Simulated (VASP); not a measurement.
**Rb: single point with PBE**

Rb:

```xyz
3
Lattice="8.0980 0.0000 0.0000 -4.0490 7.0131 0.0000 0.0000 0.0000 4.8383" Properties=species:S:1:pos:R:3 pbc="T T T"
Rb    0.0000    0.0000    0.0000
Rb    0.0000    4.6754    2.4191
Rb    4.0490    2.3377    2.4191
```

This isn't the form of Rb at room conditions, which is bcc.

| Item | Value |
| --- | --- |
| Program | VASP 6.6.1 |
| Task | single point |
| Functional | PBE |
| Potentials or basis | VASP PAW PBE potentials, release 64 (Rb_sv) |
| Cutoff | 520 eV |
| k mesh | 5 × 5 × 7 |
| Occupations | fermi-dirac, width 0.05 eV |
| Spin | no spin polarisation |
| Dipole correction | no |
| k mesh for the DOS | 8 × 8 × 11 |
| Occupations for the DOS | tetrahedron |
| Further INCAR settings | ALGO = Normal; EDIFF = 1e-07; NBANDS = 20 |

```json
{
  "Valence electrons inside the program's atomic spheres": "Rb 7.29"
}
```

Levels at points of the mesh, in eV from the Fermi level:
| k point | band 11 | band 12 | band 13 | band 14 | band 15 | band 16 |
| --- | --- | --- | --- | --- | --- | --- |
| (0.00, 0.00, 0.00) | -12.95 | -12.93 | -1.98 | 1.04 | 1.04 | 1.05 |
| (0.50, 0.00, 0.00) | -12.95 | -12.93 | -1.06 | -1.06 | 0.20 | 0.72 |

It took 4 min on 1 thread of Intel(R) Xeon(R) Platinum 8259CL CPU @ 2.50GHz (Skylake/Cascade Lake) (shared host), peak memory 0.47 GiB.
